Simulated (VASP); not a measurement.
Set up this calculation in VASP 6.6.1, as the native input.

```
Task                   : single point
Functional             : PBEsol
Potentials or basis    : VASP PAW PBE potentials, release 64 (Ni_sv_GW, O)
Cutoff                 : 700 eV
k mesh                 : 12 × 12 × 6
Occupations            : gaussian, width 0.05 eV
Spin                   : no spin polarisation
Dipole correction      : no
Further INCAR settings : ALGO = Normal; EDIFF = 1e-06; NBANDS = 22
```

The structure of NiO2 lies in POSCAR:

```
NiO2
1.0
    2.7839850047      0.0000000000      0.0000000000
   -1.3919925024      2.4110017378      0.0000000000
    0.0000000000      0.0000000000      4.9726140668
Ni O
1 2
Direct
    0.0000000000      0.0000000000      0.5000000000
    0.6666666667      0.3333333333      0.6750910825
    0.3333333333      0.6666666667      0.3249089175
```

This cell differs from its parent crystal: atoms shifted along a free coordinate, c/a of the conventional cell at fixed volume 1.7861.

The input as run:

INCAR

```
PREC = Accurate
ENCUT = 700
EDIFF = 1E-6
ISMEAR = 0
SIGMA = 0.05
LREAL = F
LASPH = T
NELM = 120
ALGO = Normal
ISIF = 2
LWAVE = F
LCHARG = F
GGA = PS
NBANDS = 22
GGA_COMPAT = F
```

KPOINTS

```
Automatic mesh
0
Gamma
  12 12 6
```

Potentials or basis: VASP PAW PBE potentials, release 64 (Ni_sv_GW, O).

Command:

```console
$ cat potpaw_PBE.64/Ni_sv_GW/POTCAR potpaw_PBE.64/O/POTCAR > POTCAR
$ mpirun -np 1 vasp_std > vasp.out
```

Results of the run:

```yaml
Pressure: 9.1 GPa
Largest_force: 1.316 eV/Å
Band_gap_on_the_k_mesh: 1.08 eV (least direct gap 1.43 eV)
```

Caveat: the cell stands under pressure; the PAW data sets were made with another functional, which shifts forces and pressure a little; the run has no spin polarisation, though such a crystal can be magnetic.

It took 2.3 min on 1 thread of AMD EPYC 7R43 64-Core Processor (Zen 3) (shared host), peak memory 0.24 GiB.
